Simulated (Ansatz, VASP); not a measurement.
**BP: VASP beside Ansatz**

```
CELL_PARAMETERS angstrom
0.00000 2.23753 2.23753
2.23753 0.00000 2.23753
2.23753 2.23753 0.00000
ATOMIC_POSITIONS crystal
B 0.00000 0.00000 0.00000
P 0.25000 0.25000 0.25000
```

Change from the starting cell: strained cell.

Alike in both runs: task relaxation of the atoms; functional PBEsol; k mesh 10 × 10 × 10; occupations gaussian, width 0.02 eV; no spin polarisation.

|  | VASP | Ansatz |
| --- | --- | --- |
| version | VASP 6.6.1 | Ansatz 0.2.0 |
| potentials or method | VASP PAW PBE potentials, release 64 (B, P), cutoff 450 eV | scalar-relativistic, plane waves, PAW |
| valence electrons in the cell | 8 | 8 |

|  | VASP | Ansatz | Ansatz less VASP |
| --- | --- | --- | --- |
| gap on the k mesh at the Fermi level, each at its own relaxed structure (eV) | 1.08 | 1.08 | +0.003 |

VASP's potentials were made for PBE, not for PBEsol, and Ansatz warns of the same on its side. Ansatz's warnings: stress scf threshold loose.

Noted on VASP's run: the relaxation stopped at its first step, so nothing moved.
